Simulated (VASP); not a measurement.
# Cu4H (Im-3m) in VASP: notebook

The runs below take Cu4H through single point, relaxation of cell and atoms, with PBE.

Everything below comes from runs of VASP 6.6.1. Logs are shortened: lines on timing, memory, paths and dates and some standing lists are left out, and cuts for length are marked.

**1. The cell of the first run**

Symmetry: Im-3m, No. 229, cubic system. The conventional cell has a = 4.842 Å, b = 4.842 Å, c = 4.842 Å, α = 90.00°, β = 90.00°, γ = 90.00°. Within 2.8 Å of Cu (site symmetry -3m) lie 2 H at 2.10 Å and 6 Cu at 2.42 Å. H (site symmetry m-3m) has 8 Cu at 2.10 Å within 2.8 Å.

**2. Single point, PBE**

The input, INCAR:

```
ALGO     = Normal         # electronic algorithm
EDIFF    = 1E-6           # SCF threshold, eV
ENCUT    = 520            # plane-wave cutoff, eV
GGA      = PE             # functional
ISIF     = 2              # what is computed and relaxed
ISMEAR   = 0              # smearing method
LASPH    = T              # aspherical terms in the spheres
LCHARG   = T              # write CHGCAR
LELF     = T              # ELF
LREAL    = F              # projectors in reciprocal space
LVHAR    = T            
LWAVE    = F              # write WAVECAR
NBANDS   = 30             # bands
NELM     = 100            # most SCF steps
PREC     = Accurate       # precision mode
SIGMA    = 0.1            # smearing width, eV
```

The input, KPOINTS:

```
k-points
0
Gamma
  12 12 12
```

The input, POSCAR:

```
Cu4H
1.0
   -2.4208646025      2.4208646025      2.4208646025
    2.4208646025     -2.4208646025      2.4208646025
    2.4208646025      2.4208646025     -2.4208646025
Cu H
4 1
Direct
    0.0000000000      0.0000000000      0.5000000000
    0.5000000000      0.0000000000      0.0000000000
    0.0000000000      0.5000000000      0.0000000000
    0.5000000000      0.5000000000      0.5000000000
    0.0000000000      0.0000000000      0.0000000000
```

Potentials or basis: VASP PAW PBE potentials, release 64 (Cu, H).

The run is started by

```sh
$ cat potpaw_PBE.64/Cu/POTCAR potpaw_PBE.64/H/POTCAR > POTCAR
$ mpirun -np 1 vasp_std > vasp.out
```

OUTCAR:

```text
EDIFF = 1E-6
   ENCUT = 520
   GGA = PE
   ISIF = 2
   ISMEAR = 0
   LASPH = T
   LREAL = F
   NELM = 100
   PREC = Accurate

 ion  position               nearest neighbor table
   1  0.000  0.000  0.500-   2 2.42   3 2.42   4 2.42   3 2.42   2 2.42   4 2.42
   2  0.500  0.000  0.000-   1 2.42   3 2.42   4 2.42   4 2.42   1 2.42   3 2.42
   3  0.000  0.500  0.000-   1 2.42   2 2.42   4 2.42   1 2.42   4 2.42   2 2.42
   4  0.500  0.500  0.500-   1 2.42   2 2.42   3 2.42   2 2.42   3 2.42   1 2.42
   5  0.000  0.000  0.000-

  LATTYP: Found a body centered cubic cell.
 ALAT       =     4.8417292050

  Lattice vectors:

 A1 = (  -2.4208646025,   2.4208646025,   2.4208646025)
 A2 = (   2.4208646025,  -2.4208646025,   2.4208646025)
 A3 = (   2.4208646025,   2.4208646025,  -2.4208646025)

Analysis of symmetry for initial positions (statically):
=====================================================================
 Subroutine PRICEL returns:
 Original cell was already a primitive cell.

 Routine SETGRP: Setting up the symmetry group for a
 body centered cubic supercell.

 Subroutine GETGRP returns: Found 48 space group operations
 (whereof 48 operations were pure point group operations)
 out of a pool of 48 trial point group operations.

The static configuration has the point symmetry O_h .

Analysis of symmetry for dynamics (positions and initial velocities):
=====================================================================
 Subroutine PRICEL returns:
 Original cell was already a primitive cell.

 Routine SETGRP: Setting up the symmetry group for a
 body centered cubic supercell.

 Subroutine GETGRP returns: Found 48 space group operations
 (whereof 48 operations were pure point group operations)
 out of a pool of 48 trial point group operations.

The dynamic configuration has the point symmetry O_h .

 Subroutine INISYM returns: Found 48 space group operations
 (whereof 48 operations are pure point group operations),
 and found     1 'primitive' translations

----------------------------------------------------------------------------------------

                                     Primitive cell

  volume of cell :      56.7507

  direct lattice vectors                    reciprocal lattice vectors
[... 90 lines left out ...]
   LASPH  =      T    aspherical Exc in radial PAW
   ENCUT  =  520.0 eV  38.22 Ry    6.18 a.u.   7.80  7.80  7.80*2*pi/ulx,y,z
   NELM   =    100;   NELMIN=  2; NELMDL= -5     # of ELM steps
   EDIFF  = 0.1E-05   stopping-criterion for ELM
   LREAL  =      F    real-space projection
   EDIFFG = 0.1E-04   stopping-criterion for IOM
   NSW    =      0    number of steps for IOM
   IBRION =     -1    ionic relax: 0-MD 1-quasi-New 2-CG
   NFREE  =      0    steps in history (QN), initial steepest desc. (CG)
   ISIF   =      2    stress and relaxation
   ISYM   =      2    0-nonsym 1-usesym 2-fastsym
   POTIM  = 0.5000    time-step for ionic-motion
   TEBEG  =    0.0;   TEEND  =   0.0 temperature during run
   PSTRESS=    0.0 pullay stress
   NELECT =      45.0000    total number of electrons
   NUPDOWN=      -1.0000    fix difference up-down
   EMIN   =  10.00;   EMAX   =-10.00  energy-range for DOS
   EFERMI =   0.00;   METHOD = LEGACY
   ISMEAR =     0;   SIGMA  =   0.10  broadening in eV -4-tet -1-fermi 0-gaus
   EFERMI_NEDOS =   21; number of points for ismear=-14 and -15
   IALGO  =     38    algorithm
   IMIX   =      4    mixing-type and parameters
     AMIX     =   0.40;   BMIX     =  1.00
     AMIX_MAG =   1.60;   BMIX_MAG =  1.00
  volume/ion in A,a.u.               =      11.35        76.59
  Fermi-wavevector in a.u.,A,eV,Ry     =   1.515265  2.863435 31.239345  2.296027
  Thomas-Fermi vector in A             =   2.624812
   LORBIT       =      0    0 simple, 1 ext, 2 COOP (PROOUT), +10 PAW based schemes
   GGA     = PE    functional components
   LHFCALC =     F    Hartree Fock is set to
   AEXX    =    0.0000 exact exchange contribution
   IVDW    =     0    specifies the selected vdW correction
   LEPSILON=     F    determine dielectric tensor
   LRPA    =     F    only Hartree local field effects (RPA)
 non-spin polarized calculation
 Gauss-broadening in eV      SIGMA  =   0.10
  energy-cutoff  :      520.00
  volume of cell :       56.75
 maximum number of plane-waves:      1566
   NGX = 15   NGY = 15   NGZ = 15

 number of electron      44.9999938 magnetization

 Free energy of the ion-electron system (eV)
  ---------------------------------------------------
  ext. energy  EPLUGINS =         0.00000000
  ---------------------------------------------------
  free energy    TOTEN  =       -16.14872088 eV

  energy without entropy =      -16.14226562  energy(sigma->0) =      -16.14549325

 E-fermi :   6.0816     XC(G=0): -11.8660

 val. band max:        6.0566809333   @ k =   0.5000   0.5000   0.1667
 cond. band min:       6.0978833033   @ k =  -0.4167   0.5000   0.0833
 fundamental gap:      0.0412023700
 Fermi energy:         6.0815513248

 k-point     1 :       0.0000    0.0000    0.0000
  band No.  band energies     occupation
      1      -3.6059      2.00000
      2       0.6285      2.00000
      3       1.6307      2.00000
      4       1.6307      2.00000
      5       1.9514      2.00000
      6       1.9514      2.00000
[... 781 lines left out ...]
     29      14.8716      0.00000
     30      16.7184      0.00000

 [... further k-points ...]

------------------------ aborting loop because EDIFF is reached ----------------------------------------

  FORCE on cell =-STRESS in cart. coord.  units (eV):
  Direction    XX          YY          ZZ          XY          YZ          ZX
  --------------------------------------------------------------------------------------
  -------------------------------------------------------------------------------------
  Total       -0.0036449     -0.0036449     -0.0036449      0.0000000      0.0000000      0.0000000
  in kB       -0.1029035     -0.1029035     -0.1029035      0.0000000      0.0000000      0.0000000
  external PRESSURE =      -0.1029035 kB  Pullay stress =       0.0000000 kB

 VOLUME and BASIS-vectors are now :
 -----------------------------------------------------------------------------
  energy-cutoff  :      520.00
  volume of cell :       56.75
      direct lattice vectors                 reciprocal lattice vectors
    -2.420864603  2.420864603  2.420864603     0.000000000  0.206537780  0.206537780
     2.420864603 -2.420864603  2.420864603     0.206537780  0.000000000  0.206537780
     2.420864603  2.420864603 -2.420864603     0.206537780  0.206537780  0.000000000

 POSITION                                       TOTAL-FORCE (eV/Angst)
 -----------------------------------------------------------------------------------
      1.21043      1.21043     -1.21043        -0.000000     -0.000000     -0.000000
     -1.21043      1.21043      1.21043         0.000000      0.000000     -0.000000
      1.21043     -1.21043      1.21043         0.000000     -0.000000      0.000000
      1.21043      1.21043      1.21043         0.000000      0.000000      0.000000
      0.00000      0.00000      0.00000        -0.000000      0.000000     -0.000000
 -----------------------------------------------------------------------------------
    total drift:                                0.000000     -0.000000      0.000000

  FREE ENERGIE OF THE ION-ELECTRON SYSTEM (eV)
  ---------------------------------------------------
  free  energy   TOTEN  =       -16.1487208796 eV

  energy  without entropy=      -16.1422656208  energy(sigma->0) =      -16.14549325
```

OSZICAR:

```text
N       E                     dE             d eps       ncg     rms          rms(c)
DAV:   1     0.339923206311E+03    0.33992E+03   -0.19432E+04  4368   0.246E+03
DAV:   2     0.116768282510E+02   -0.32825E+03   -0.31719E+03  4320   0.393E+02
DAV:   3    -0.187143174552E+02   -0.30391E+02   -0.28597E+02  4800   0.167E+02
DAV:   4    -0.194210802332E+02   -0.70676E+00   -0.70538E+00  4950   0.341E+01
DAV:   5    -0.194296678234E+02   -0.85876E-02   -0.85872E-02  5394   0.368E+00    0.145E+01
DAV:   6    -0.177228868160E+02    0.17068E+01   -0.33708E+01  4820   0.117E+02    0.820E+00
DAV:   7    -0.161785166162E+02    0.15444E+01   -0.68674E+00  4968   0.523E+01    0.706E-01
DAV:   8    -0.161637449139E+02    0.14772E-01   -0.17239E-01  5898   0.529E+00    0.910E-01
DAV:   9    -0.161502302429E+02    0.13515E-01   -0.66983E-02  4994   0.511E+00    0.299E-01
DAV:  10    -0.161487118102E+02    0.15184E-02   -0.72292E-03  5572   0.167E+00    0.236E-02
DAV:  11    -0.161487205364E+02   -0.87262E-05   -0.18375E-04  6246   0.138E-01    0.939E-03
DAV:  12    -0.161487208796E+02   -0.34319E-06   -0.55636E-06  4536   0.231E-02
   1 F= -.16148721E+02 E0= -.16145493E+02  d E =-.645526E-02
```

stdout:

```text
POSCAR found type information on POSCAR CuH
 POSCAR found :  2 types and       5 ions
 scaLAPACK will be used
 LDA part: xc-table for (Slater+PW92), standard interpolation
 POSCAR, INCAR and KPOINTS ok, starting setup
 FFT: planning ... GRIDC
 FFT: planning ... GRID_SOFT
 FFT: planning ... GRID
 WAVECAR not read
 entering main loop
```

Run time: 94 s. Hardware: 1 thread of AMD EPYC 7R43 (Zen 3), shared host; peak memory 0.2 GiB.

Results:

```
Free energy : -16.1487 eV
Pressure    : 0.0 GPa
```

**3. Relaxation of cell and atoms, PBE**

This run uses another cell than the first one, of 11.37 Å³/atom, 1.002 times its volume.

The input, INCAR:

```
SYSTEM = Cu4H
PREC     = Accurate       ! precision mode
ENCUT    = 600            ! plane-wave cutoff, eV
EDIFF    = 1E-6           ! SCF threshold, eV
ISMEAR   = 0              ! smearing method
SIGMA    = 0.1            ! smearing width, eV
LREAL    = .False.        ! projectors in reciprocal space
LASPH    = .True.         ! aspherical terms in the spheres
NELM     = 100            ! most SCF steps
ALGO     = Normal         ! electronic algorithm
ISIF     = 3              ! what is computed and relaxed
LWAVE    = .False.        ! write WAVECAR
LCHARG   = .False.        ! write CHGCAR
GGA      = PE             ! functional
IBRION   = 2              ! ionic algorithm
NSW      = 100            ! ionic steps
EDIFFG   = -0.01          ! ionic threshold
```

The input, KPOINTS:

```
regular mesh
0
Gamma
  12 12 12
  0 0 0
```

Changes to POSCAR since step 2:

```diff
@@ -2,5 +2,5 @@
 1.0
-   -2.4208646025      2.4208646025      2.4208646025
-    2.4208646025     -2.4208646025      2.4208646025
-    2.4208646025      2.4208646025     -2.4208646025
+   -2.4225618467      2.4225618467      2.4225618467
+    2.4225618467     -2.4225618467      2.4225618467
+    2.4225618467      2.4225618467     -2.4225618467
 Cu H
```

Potentials or basis: VASP PAW PBE potentials, release 64 (Cu, H).

The run is started by

```sh
$ cat potpaw_PBE.64/Cu/POTCAR potpaw_PBE.64/H/POTCAR > POTCAR
$ mpirun -np 1 vasp_std > vasp.out
```

Wall time 3.6 min (1 thread of AMD EPYC 7R43 (Zen 3), shared host); peak memory 0.24 GiB.

It converged, with:

* Free energy: -16.1493 eV
* Relaxed volume: 11.39 Å³/atom
* Relaxed cell: a = 4.198 Å, b = 4.198 Å, c = 4.198 Å, α = 109.47°, β = 109.47°, γ = 109.47°
* Space group after relaxing (to 0.05 Å): Im-3m (No. 229)
* Energy gained by relaxing: 0.0 meV/atom
* Ionic steps: 2
* Pressure after relaxing: -0.1 GPa

Final structure:
```yaml
crystal:
  lattice:
    - [-2.42384, 2.42384, 2.42384]
    - [2.42384, -2.42384, 2.42384]
    - [2.42384, 2.42384, -2.42384]
  atoms:
    - { symbol: Cu, position: [0.00000, 0.00000, 0.50000] }
    - { symbol: Cu, position: [0.50000, 0.00000, 0.00000] }
    - { symbol: Cu, position: [0.00000, 0.50000, 0.00000] }
    - { symbol: Cu, position: [0.50000, 0.50000, 0.50000] }
    - { symbol: H, position: [0.00000, 0.00000, 0.00000] }
```

Levels at points of the mesh, in eV from the Fermi level:
```
           k point  band 21  band 22  band 23  band 24  band 25  band 26
(0.00, 0.00, 0.00)    -1.19     2.87     3.04     3.04     3.04     3.90
(0.50, 0.00, 0.00)    -2.04    -1.99     1.19     2.57     2.72     2.93
(0.50, 0.50, 0.50)    -1.59    -1.15    -1.15     1.35     1.35     1.35
```
